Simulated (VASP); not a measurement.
Pt:

```
CELL_PARAMETERS angstrom
2.72520 0.00000 0.00000
-1.36260 2.36009 0.00000
0.00000 0.00000 7.05989
ATOMIC_POSITIONS crystal
Pt 0.00000 0.00000 0.00000
Pt 0.33333 0.66667 0.33333
Pt 0.66667 0.33333 0.66667
```

- Program: VASP 6.6.1
- Task: relaxation of cell and atoms
- Functional: PBEsol
- Potentials or basis: VASP PAW PBE potentials, release 64 (Pt)
- Cutoff: 600 eV
- k mesh: 18 × 18 × 7
- Occupations: gaussian, width 0.1 eV
- Spin: no spin polarisation

At the start: pressure -1.1 GPa; volume 15.14 Å³/atom.

Q: How do energy, volume and symmetry change on relaxing?

A: Over 8 steps the energy falls by 15.6 meV/atom and the volume is 15.02 Å³/atom (-0.8 %); space group R-3m (No. 166, to 0.1 Å) before, Fm-3m (No. 225, to 0.1 Å).

The path:
```csv
step,energy change (eV),largest force (eV/Å),pressure (GPa),volume (Å³)
1,0.0000,0.0000,-1.13,45.41
2,-0.0405,0.0000,2.58,44.68
3,-0.0408,0.0000,3.03,44.61
4,-0.0217,0.0000,-6.20,46.11
5,-0.0468,0.0000,-0.22,45.09
6,-0.0468,0.0000,-0.17,45.08
7,-0.0468,0.0000,-0.07,45.07
8,-0.0468,0.0000,0.07,45.05
```

Final structure:
```cif
data_structure
_symmetry_space_group_name_H-M 'P 1'
_symmetry_Int_Tables_number 1
_cell_length_a 2.7686
_cell_length_b 2.7686
_cell_length_c 6.7869
_cell_angle_alpha 90.000
_cell_angle_beta 90.000
_cell_angle_gamma 120.000
_cell_volume 45.05
loop_
_atom_site_label
_atom_site_type_symbol
_atom_site_fract_x
_atom_site_fract_y
_atom_site_fract_z
_atom_site_occupancy
Pt1 Pt 0.00000 0.00000 0.00000 1
Pt2 Pt 0.33333 0.66667 0.33333 1
Pt3 Pt 0.66667 0.33333 0.66667 1
```

Caveat: the PAW data sets were made with another functional, which shifts forces and pressure a little.
